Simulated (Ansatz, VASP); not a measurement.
# MgB in VASP and in Ansatz

File INCAR:

```
AGGAC = 1.0
AGGAX = 1.0
ALDAC = 0.0
ALDAX = 1.0
ALGO = Normal
EDIFF = 1E-7
EDIFFG = -0.01
ENCUT = 600
GGA = B5
IBRION = 2
ISIF = 3
ISMEAR = -1
IVDW = 13
LASPH = T
LCHARG = F
LREAL = F
LWAVE = F
NELM = 60
NSW = 60
PREC = Accurate
SIGMA = 0.05
VDW_A1 = 0.44488865
VDW_A2 = 4.0933009
VDW_S6 = 1.0
VDW_S8 = 2.34076671
```

KPOINTS

```
k-points
0
Gamma
  9 9 9
```

File POSCAR:

```
MgB
1.0
    2.8951500000      0.0000000000      0.0000000000
    0.0000000000      2.8951500000      0.0000000000
    0.0000000000      0.0000000000      2.8951500000
Mg B
1 1
Direct
    0.0000000000      0.0000000000      0.0000000000
    0.5000000000      0.5000000000      0.5000000000
```

File input.yaml:

```yaml
crystal:
  lattice:
    - [2.89515, 0.0, 0.0]
    - [0.0, 2.89515, 0.0]
    - [0.0, 0.0, 2.89515]
  atoms:
    - { symbol: Mg, position: [0.0, 0.0, 0.0] }
    - { symbol: B, position: [0.5, 0.5, 0.5] }
hamiltonian:
  xc: blyp
  pseudopotentials: { kind: paw }
  dispersion: d4
kpoints:
  mp_grid: { grid: [9, 9, 9] }
scf:
  occupations: { method: fermi_dirac, width: 0.05 }
output:
  forces: true
  stress: true
  eigenvalues: true
  write_density: true
  write_potential: true
  elf: true
  volumetric_format: npy
relax:
  f_tol: 0.01
  max_steps: 40
  cell: { stress_tol: 0.05 }
```

Alike in both runs: task relaxation of cell and atoms; functional BLYP; dispersion D4; k mesh 9 × 9 × 9; occupations fermi-dirac, width 0.05 eV; no spin polarisation.

|  | VASP | Ansatz |
| --- | --- | --- |
| version | VASP 6.6.1 | Ansatz 0.2.0 |
| potentials or method | VASP PAW PBE potentials, release 64 (Mg, B) | Ansatz PAW |
| plane-wave cutoff (eV) | 600 | 420 |
| valence electrons in the cell | 5 | 13 |

Ansatz gave:

- gap on the k mesh at the Fermi level, each at its own relaxed structure (eV): none
- relaxed volume (Å³/atom): 11.69
- relaxed cell length with the largest relative difference (Å): 2.859

Q: Estimate VASP's values.

A: gap on the k mesh at the Fermi level, each at its own relaxed structure (eV): none; relaxed volume (Å³/atom): 11.66; relaxed cell length with the largest relative difference (Å): 2.857.

VASP's potentials were made for PBE, not for BLYP. A gap of «none» marks a metal or a gap that the smearing closes. VASP's potentials hold 5 valence electrons a cell and Ansatz's 13, so a difference there can come from the potentials and not from the codes.

Noted on Ansatz's run: the plane-wave basis is chosen anew once the cell has moved, so the energies of steps on either side of that aren't comparable.
